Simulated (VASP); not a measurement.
Write the native input for VASP 6.6.1 that does the following.

| Item | Value |
| --- | --- |
| Task | relaxation of cell and atoms |
| Functional | PBE |
| Potentials or basis | VASP PAW PBE potentials, release 64 (Eu, H) |
| Cutoff | 600 eV |
| k mesh | 6 × 6 × 4 |
| Occupations | gaussian, width 0.1 eV |
| Spin | collinear spin, ferromagnetic start |
| Starting moments | [7.0, 0.0, 0.0, 0.0, 0.0] μB |
| Dipole correction | no |
| Further INCAR settings | ALGO = Normal; EDIFF = 1e-06; IBRION = 2; EDIFFG = -0.04; NSW = 90; ISIF = 3 |

The structure of EuH4 lies in POSCAR:

```
EuH4
1.0
    4.1431297600      0.0000000000      0.0000000000
   -2.0715648800      3.5880556300      0.0000000000
    0.0000000000      0.0000000000      5.1010848800
Eu H
1 4
Direct
    0.0000000000      0.0000000000      0.0000000000
    0.5000000000      0.0000000000      0.0000000000
    0.0000000000      0.5000000000      0.0000000000
    0.5000000000      0.5000000000      0.0000000000
    0.0000000000      0.0000000000      0.5000000000
```

The cell was built from a structure type or drawn by symmetry, and may not be a known phase.

One way to write it, as run:

INCAR

```
PREC = Accurate
ENCUT = 600
EDIFF = 1E-6
ISMEAR = 0
SIGMA = 0.1
LREAL = F
LASPH = T
NELM = 150
ALGO = Normal
ISIF = 3
LWAVE = F
LCHARG = F
ISPIN = 2
MAGMOM = 7 0 0 0 0
LORBIT = 11
LMAXMIX = 6
GGA = PE
IBRION = 2
NSW = 90
EDIFFG = -0.04
```

KPOINTS

```
Automatic mesh
0
Gamma
  6 6 4
```

Potentials or basis: VASP PAW PBE potentials, release 64 (Eu, H).

The run is started by

```bash
$ cat potpaw_PBE.64/Eu/POTCAR potpaw_PBE.64/H/POTCAR > POTCAR
$ mpirun -np 1 vasp_std > vasp.out
```

Results of the run:

- Relaxed volume: 14.79 Å³/atom
- Relaxed cell: a = 4.396 Å, b = 4.396 Å, c = 4.419 Å, α = 90.00°, β = 90.00°, γ = 120.00°
- Space group after relaxing (to 0.1 Å): P6/mmm (No. 191)
- Energy gained by relaxing: 89.1 meV/atom
- Ionic steps: 7
- Pressure after relaxing: -0.2 GPa
- Net moment: 6.50 μB per cell
- Site moments: Eu +6.23; H +0.03, -0.05 (each value once) μB
- Valence electrons inside the program's atomic spheres: Eu 14.61; H 0.49, 0.54 (each value once)

Caveat: semilocal functionals describe open f shells poorly, which spoils levels, moments and volumes.

Wall time 11 min on 1 thread of AMD EPYC 9R45 96-Core Processor (Zen 5) (shared host), peak memory 0.29 GiB.
